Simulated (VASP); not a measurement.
Write the native input for VASP 6.6.1 that does the following.

* Task: relaxation of cell and atoms
* Functional: PBEsol
* Potentials or basis: VASP PAW PBE potentials, release 64 (Li_sv, H)
* Cutoff: 600 eV
* k mesh: 11 × 11 × 11
* Occupations: fermi-dirac, width 0.05 eV
* Spin: no spin polarisation
* Target pressure: 30 GPa
* Dipole correction: no
* Further INCAR settings: ALGO = Normal; EDIFF = 1e-07; IBRION = 2; EDIFFG = -0.005; NSW = 80; ISIF = 3

The structure of LiH lies in POSCAR:

```
LiH
1.0
    0.0000000000      2.0367500000      2.0367500000
    2.0367500000      0.0000000000      2.0367500000
    2.0367500000      2.0367500000      0.0000000000
Li H
1 1
Direct
    0.0000000000      0.0000000000      0.0000000000
    0.5000000000      0.5000000000      0.5000000000
```

The input as run:

INCAR

```
  ALGO = Normal
  EDIFF = 1E-7
  EDIFFG = -0.005
  ENCUT = 600
  GGA = PS
  IBRION = 2
  ISIF = 3
  ISMEAR = -1
  LASPH = T
  LCHARG = F
  LREAL = F
  LWAVE = F
  NELM = 100
  NSW = 80
  PREC = Accurate
  PSTRESS = 300.0
  SIGMA = 0.05
```

KPOINTS

```
k-points
0
Gamma
  11 11 11
```

Potentials or basis: VASP PAW PBE potentials, release 64 (Li_sv, H).

Command:

```console
$ cat potpaw_PBE.64/Li_sv/POTCAR potpaw_PBE.64/H/POTCAR > POTCAR
$ mpirun -np 1 vasp_std > vasp.out
```

It gave:

- Relaxed volume: 5.24 Å³/atom
- Relaxed cell: a = 2.457 Å, b = 2.457 Å, c = 2.457 Å, α = 60.00°, β = 60.00°, γ = 60.00°
- Space group after relaxing (to 0.05 Å): Fm-3m (No. 225)
- Energy change on relaxing (the enthalpy is what falls): +175.9 meV/atom
- Ionic steps: 20
- Pressure after relaxing: 30.1 GPa
- Band gap on the k mesh: 2.50 eV, direct

Caveat: the cutoff is under 1.25 times the usual one of these potentials, so pressure, stress and relaxed cells hold a basis-set (Pulay) error; the cell is relaxed towards a set pressure, so the enthalpy falls and the energy may rise; the volume moved by over 15 % at a fixed basis, so the end points are rough; the PAW data sets were made with another functional, which shifts forces and pressure a little.

Wall time 71 s on 1 thread of AMD EPYC 7R43 64-Core Processor (Zen 3), on a shared host, peak memory 0.09 GiB.
